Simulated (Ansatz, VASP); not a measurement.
# In3Sb2As: VASP beside Ansatz

```
CELL_PARAMETERS angstrom
4.58969 0.00000 0.00000
-2.29484 3.97478 0.00000
0.00000 0.00000 11.24182
ATOMIC_POSITIONS crystal
In 0.00000 0.00000 0.01212
In 0.33333 0.66667 0.66727
In 0.66667 0.33333 0.32113
Sb 0.33333 0.66667 0.92175
Sb 0.66667 0.33333 0.57710
As 0.00000 0.00000 0.25064
```

Alike in both runs: functional PBE; k mesh 12 × 12 × 4; occupations gaussian, width 0.1 eV; no spin polarisation.

Ansatz relaxed the structure, and its values are those at the end. VASP's run is a single point on that final structure, the one shown.

|  | VASP | Ansatz |
| --- | --- | --- |
| version | VASP 6.6.1 | Ansatz 0.2.0 |
| potentials or method | VASP PAW PBE potentials, release 64 (In_d, Sb, As), cutoff 520 eV | scalar-relativistic, plane waves, PAW |
| valence electrons in the cell | 54 | 84 |

|  | VASP | Ansatz | Ansatz less VASP |
| --- | --- | --- | --- |
| gap on the k mesh at the Fermi level (eV) | none | none | - |
| pressure (GPa) | 0.0 | 0.0 | +0.01 |

A gap of «none» marks a metal or a gap that the smearing closes. VASP's potentials hold 54 valence electrons a cell and Ansatz's 84, so a difference there can come from the potentials and not from the codes.

Spin-orbit coupling is off throughout.
